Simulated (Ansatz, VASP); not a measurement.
## Bi: VASP beside Ansatz

```
Bi
1.0
     4.31490    0.00000    0.00000
    -2.15745    3.73681    0.00000
     0.00000    0.00000   27.05307
Bi
2
Direct
  0.33333 0.66667 0.31274
  0.66667 0.33333 0.37577
```

Alike in both runs: task single point; functional PBE; k mesh 12 × 12 × 1; occupations fermi-dirac, width 0.02 eV; no spin polarisation.

```csv
,VASP,Ansatz
version,VASP 6.6.1,Ansatz 0.2.0
potentials or method,"VASP PAW PBE potentials, release 64 (Bi_d)","plane waves, PAW"
plane-wave cutoff (eV),520,420
valence electrons in the cell,30,30
```

```csv
,VASP,Ansatz,Ansatz less VASP
rms of the force components (eV/Å),0.150,0.140,-0.0098
```

Atom by atom the forces differ by 0.010 eV/Å (rms over components).

Neither program's run includes spin-orbit coupling.
